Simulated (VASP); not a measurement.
Li, 1 atom in the cell. The structure is cubic, space group Im-3m (No. 229). The conventional cell has a = 3.509 Å, b = 3.509 Å, c = 3.509 Å, α = 90.00°, β = 90.00°, γ = 90.00°. Within 4.0 Å of Li (site symmetry m-3m) lie 14 Li at 3.04 to 3.51 Å. 

```yaml
Program: VASP 6.6.1
Task: relaxation of volume and atoms at fixed shape
Functional: PBEsol
Potentials_or_basis: VASP PAW PBE potentials, release 64 (Li_sv)
Cutoff: 600 eV
k_mesh: 10 × 10 × 10
Occupations: methfessel-paxton, width 0.1 eV
Spin: no spin polarisation
Dipole_correction: no
Further_INCAR_settings: ALGO = Normal; EDIFF = 1e-06; IBRION = 2; EDIFFG = -0.03; NSW = 80; ISIF = 8
```

Potentials or basis: VASP PAW PBE potentials, release 64 (Li_sv).

Run with:

```console
$ cat potpaw_PBE.64/Li_sv/POTCAR > POTCAR
$ mpirun -np 1 vasp_std > vasp.out
```

Hardware: 1 thread of Intel Xeon 8259CL, with other jobs on the host.

Problem. Estimate the wall time of this run.

Solution. Run time: 8.1 s on 1 thread of Intel Xeon 8259CL, with other jobs on the host, peak memory 0.13 GiB. Counts: scf iterations 25, k points 47, ion steps 3.
